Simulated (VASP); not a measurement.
A run of VASP 6.6.1 is set up as follows.

Contents of INCAR:

```
SYSTEM = BaTe
ALGO = Normal
EDIFF = 1E-6
ENCUT = 500
GGA_COMPAT = .FALSE.
ISIF = 2
ISMEAR = 0
LASPH = .TRUE.
LCHARG = .TRUE.
LELF = .TRUE.
LREAL = .FALSE.
LVHAR = .TRUE.
LWAVE = .FALSE.
NBANDS = 15
NELM = 120
PREC = Accurate
SIGMA = 0.01
```

The input KPOINTS:

```
k-points
0
G
  5 5 5
  0 0 0
```

File POSCAR:

```
BaTe
1.0
    4.2624660000      0.0000000000      0.0000000000
    0.0000000000      4.2624660000      0.0000000000
    0.0000000000      0.0000000000      4.2624660000
Ba Te
1 1
Direct
    0.0000000000      0.0000000000      0.0000000000
    0.5000000000      0.5000000000      0.5000000000
```

Potentials or basis: VASP PAW LDA potentials, release 64 (Ba_sv, Te).

Launch:

```console
$ cat potpaw_LDA.64/Ba_sv/POTCAR potpaw_LDA.64/Te/POTCAR > POTCAR
$ mpirun -np 1 vasp_std > vasp.out
```

Problem. What does it give for the pressure?

Solution. -2.8 GPa.

Problem. What does it give for the band gap on the k mesh?

Solution. 0.87 eV (least direct gap 1.03 eV).

Caveat: spin-orbit coupling is left out, which moves the levels of the heavy elements; an odd mesh through Γ misses points on the zone boundary, where band edges can lie.
